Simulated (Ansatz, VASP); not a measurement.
## One calculation of PbSe, two programs

```
Pb Se
1.0
    -0.12691    3.05445    3.05445
     3.05445   -0.12691    3.05445
     3.05445    3.05445   -0.12691
Pb Se
1 1
Direct
  0.00000 0.00000 0.00000
  0.50000 0.50000 0.50000
```

Change from the starting cell: epitaxial_111 strain +3.0%.

Alike in both runs: task single point; functional r2SCAN; k mesh 8 × 8 × 8; occupations fermi-dirac, width 0.02 eV; non-collinear spin, spin-orbit coupling.

|  | VASP | Ansatz |
| --- | --- | --- |
| version | VASP 6.6.1 | Ansatz 0.2.0 |
| potentials or method | VASP PAW PBE potentials, release 64 (Pb_d, Se) | plane waves, PAW |
| plane-wave cutoff (eV) | 520 | 500 |
| valence electrons in the cell | 20 | 30 |

```tsv
	VASP	Ansatz	Ansatz less VASP
pressure (GPa)	-1.5	-1.6	-0.09
traceless stress, the component that is largest in VASP (GPa)	0.65	0.64	-0.007
```

VASP's potentials were made for PBE, not for r2SCAN. The functional is the same, so the differences come from potentials, cutoffs and numerics. VASP's potentials hold 20 valence electrons a cell and Ansatz's 30, so a difference there can come from the potentials and not from the codes.
